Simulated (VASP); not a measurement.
Here is a VASP 6.6.1 calculation.

The input INCAR:

```
SYSTEM = Sr3Ag
PREC = Accurate
ENCUT = 520
EDIFF = 1E-7
ISMEAR = 1
SIGMA = 0.1
LREAL = .False.
LASPH = .True.
NELM = 60
ALGO = Normal
ISIF = 2
LWAVE = .False.
LCHARG = .False.
GGA = PE
NBANDS = 28
```

KPOINTS

```
Automatic mesh
0
Gamma
  4 4 4
  0 0 0
```

POSCAR

```
Sr3Ag
1.0
    5.5809053457      0.0000000000      0.0000000000
    0.0000000000      5.5809053457      0.0000000000
    0.0000000000      0.0000000000      5.5809053457
Sr Ag
3 1
Direct
    0.0000000000      0.5000000000      0.5000000000
    0.5000000000      0.0000000000      0.5000000000
    0.5000000000      0.5000000000      0.0000000000
    0.0000000000      0.0000000000      0.0000000000
```

Potentials or basis: VASP PAW PBE potentials, release 64 (Sr_sv, Ag).

Launch:

```sh
$ cat potpaw_PBE.64/Sr_sv/POTCAR potpaw_PBE.64/Ag/POTCAR > POTCAR
$ mpirun -np 1 vasp_std > vasp.out
```

Problem. Predict the pressure.

Solution. -0.7 GPa.

Problem. What does it give for the band gap on the k mesh?

Solution. Zero (an odd number of electrons rules out a gap without spin polarisation).
